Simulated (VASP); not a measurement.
Set up this calculation in VASP 6.6.1, as the native input.

| Property | Result |
| --- | --- |
| Task | single point |
| Functional | PBE |
| Potentials or basis | VASP PAW PBE potentials, release 64 (Ba_sv, Ti_sv, O) |
| Cutoff | 520 eV |
| k mesh | 6 × 6 × 6 |
| Occupations | gaussian, width 0.01 eV |
| Spin | no spin polarisation |
| Dipole correction | no |
| Further INCAR settings | ALGO = Normal; EDIFF = 1e-07; NBANDS = 28 |

The structure of BaTiO3 (Barioperovskite) lies in POSCAR:

```
BaTiO3
1.0
    3.9634143980      0.0000000000      0.0000000000
    0.0000000000      2.8577462615      2.8742108424
    0.0000000000     -2.8577462615      2.8742108424
Ba Ti O
1 1 3
Direct
    0.0000000000      0.0084123005      0.0084123005
    0.5000000000      0.5239607265      0.5239607265
    0.0000000000      0.4903884208      0.4903884208
    0.5000000000      0.4939726399      0.9801459124
    0.5000000000      0.9801459124      0.4939726399
```

One way to write it, as run:

INCAR

```
  ALGO = Normal
  EDIFF = 1E-7
  ENCUT = 520
  GGA = PE
  ISIF = 2
  ISMEAR = 0
  LASPH = True
  LCHARG = True
  LELF = True
  LREAL = False
  LVHAR = True
  LWAVE = False
  NBANDS = 28
  NELM = 80
  PREC = Accurate
  SIGMA = 0.01
```

KPOINTS

```
k-points
0
Gamma
  6 6 6
```

Potentials or basis: VASP PAW PBE potentials, release 64 (Ba_sv, Ti_sv, O).

The run is started by

```sh
$ cat potpaw_PBE.64/Ba_sv/POTCAR potpaw_PBE.64/Ti_sv/POTCAR potpaw_PBE.64/O/POTCAR > POTCAR
$ mpirun -np 1 vasp_std > vasp.out
```

It gave:

```json
{
  "Pressure": "4.9 GPa",
  "Largest force": "0.155 eV/Å",
  "Band gap on the k mesh": "2.25 eV, indirect (least direct gap 2.70 eV)"
}
```

Caveat: spin-orbit coupling is left out, which moves the levels of the heavy elements.

Wall time 2.6 min on 1 thread of AMD EPYC 7R13, on a shared host, peak memory 0.21 GiB.
